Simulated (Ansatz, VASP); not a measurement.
**Two plane-wave programs on ZnSe**

File POSCAR:

```
ZnSe
1.0
    0.0000000000      2.8324246769      2.8324246769
    2.8324246769      0.0000000000      2.8324246769
    2.8324246769      2.8324246769      0.0000000000
Zn Se
1 1
Direct
    0.0000000000      0.0000000000      0.0000000000
    0.2500000000      0.2500000000      0.2500000000
```

INCAR.step1

```
SYSTEM = ZnSe
PREC     = Accurate       ! precision mode
ENCUT    = 520            ! plane-wave cutoff, eV
ISMEAR   = 0              ! smearing method
SIGMA    = 0.01           ! smearing width, eV
LREAL    = .FALSE.        ! projectors in reciprocal space
LASPH    = .TRUE.         ! aspherical terms in the spheres
NELM     = 100            ! most SCF steps
NBANDS   = 16             ! bands
GGA      = PE             ! functional
ALGO     = Normal         ! electronic algorithm
EDIFF    = 1E-4           ! SCF threshold, eV
LWAVE    = .TRUE.         ! write WAVECAR
LCHARG   = .FALSE.        ! write CHGCAR
```

The input INCAR.step2:

```
SYSTEM = ZnSe
PREC     = Accurate       ! precision mode
ENCUT    = 520            ! plane-wave cutoff, eV
EDIFF    = 1E-7           ! SCF threshold, eV
ISMEAR   = 0              ! smearing method
SIGMA    = 0.01           ! smearing width, eV
LREAL    = .FALSE.        ! projectors in reciprocal space
LASPH    = .TRUE.         ! aspherical terms in the spheres
NELM     = 100            ! most SCF steps
ALGO     = Normal         ! electronic algorithm
ISIF     = 2              ! what is computed and relaxed
LWAVE    = .FALSE.        ! write WAVECAR
LCHARG   = .FALSE.        ! write CHGCAR
METAGGA  = R2SCAN         ! meta-GGA
LMIXTAU  = .TRUE.       
NBANDS   = 16             ! bands
ISTART   = 1
```

KPOINTS

```
regular mesh
0
G
  8 8 8
  0 0 0
```

Input for Ansatz:

```yaml
crystal:
  lattice:
    - [0.0, 2.8324246769, 2.8324246769]
    - [2.8324246769, 0.0, 2.8324246769]
    - [2.8324246769, 2.8324246769, 0.0]
  atoms:
    - { symbol: Zn, position: [0.0, 0.0, 0.0] }
    - { symbol: Se, position: [0.25, 0.25, 0.25] }
kpoints:
  mp_grid: { grid: [8, 8, 8] }
  band_path:
    path:
      - [0.0, 0.0, 0.0]
      - [-0.5, -0.5, 0.0]
      - [-0.375, -0.375, 0.25]
      - [-0.375, 0.0, 0.375]
      - [0.0, 0.0, 0.5]
      - [-0.5, -0.25, 0.25]
    npoints: 1
hamiltonian:
  xc: r2scan
scf:
  occupations: { method: fixed }
  n_extra_bands: 4
output:
  forces: true
  stress: true
  eigenvalues: true
```

Alike in both runs: task single point; functional r2SCAN; k mesh 8 × 8 × 8; no spin polarisation.

```csv
,VASP,Ansatz
version,VASP 6.6.1,Ansatz 0.2.0
potentials or method,"VASP PAW PBE potentials, release 64 (Zn, Se)","plane waves, PAW"
plane-wave cutoff (eV),520,500
occupations,"gaussian, width 0.01 eV",fixed
valence electrons in the cell,18,28
```

```tsv
	VASP	Ansatz	Ansatz less VASP
gap on the k mesh at the Fermi level (eV)	1.87	1.87	-0.004
pressure (GPa)	0.1	0.0	-0.10
```

VASP's potentials were made for PBE, not for r2SCAN. VASP's potentials hold 18 valence electrons a cell and Ansatz's 28, so a difference there can come from the potentials and not from the codes.
